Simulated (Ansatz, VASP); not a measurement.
# TiAl: VASP beside Ansatz

Contents of INCAR:

```
PREC = Accurate ; ENCUT = 500
EDIFF = 1E-6 ; ISMEAR = 0
SIGMA = 0.15 ; LREAL = F
LASPH = T ; NELM = 120
ALGO = Normal ; ISIF = 2
LWAVE = F ; LCHARG = T
GGA = PS ; LELF = T
LVHAR = T ; NBANDS = 14
GGA_COMPAT = F
```

Contents of KPOINTS:

```
regular mesh
0
Gamma
  24 24 14
```

The input POSCAR:

```
TiAl
1.0
    2.9280834897      0.0000000000      0.0000000000
   -1.4640417448      2.5357946865      0.0000000000
    0.0000000000      0.0000000000      4.3701398237
Ti Al
1 1
Direct
    0.0000000000      0.0000000000      0.0000000000
    0.3333333333      0.6666666667      0.5000000000
```

Input for Ansatz:

```yaml
crystal:
  lattice:
    - [2.9280834897, 0.0, 0.0]
    - [-1.4640417448, 2.5357946865, 0.0]
    - [0.0, 0.0, 4.3701398237]
  atoms:
    - { symbol: Ti, position: [0.0, 0.0, 0.0] }
    - { symbol: Al, position: [0.3333333333, 0.6666666667, 0.5] }
basis:
  ecutwfc: 420
kpoints:
  mp_grid: { grid: [24, 24, 14] }
hamiltonian:
  xc: pbesol
scf:
  occupations: { method: gaussian, width: 0.15 }
output:
  forces: true
  stress: true
  eigenvalues: true
  write_density: true
  write_potential: true
  elf: true
  volumetric_format: npy
```

Alike in both runs: task single point; functional PBEsol; k mesh 24 × 24 × 14; occupations gaussian, width 0.15 eV; no spin polarisation.

```csv
,VASP,Ansatz
version,VASP 6.6.1,Ansatz 0.2.0
potentials or method,"VASP PAW PBE potentials, release 64 (Ti_sv, Al), cutoff 500 eV","scalar-relativistic, plane waves, PAW"
valence electrons in the cell,15,15
```

|  | VASP | Ansatz | Ansatz less VASP |
| --- | --- | --- | --- |
| gap on the k mesh at the Fermi level (eV) | none | none | - |
| pressure (GPa) | 1.6 | 1.6 | 0.00 |
| traceless stress, the component that is largest in VASP (GPa) | 7.07 | 7.00 | -0.067 |

VASP's potentials were made for PBE, not for PBEsol. A gap of «none» marks a metal or a gap that the smearing closes.
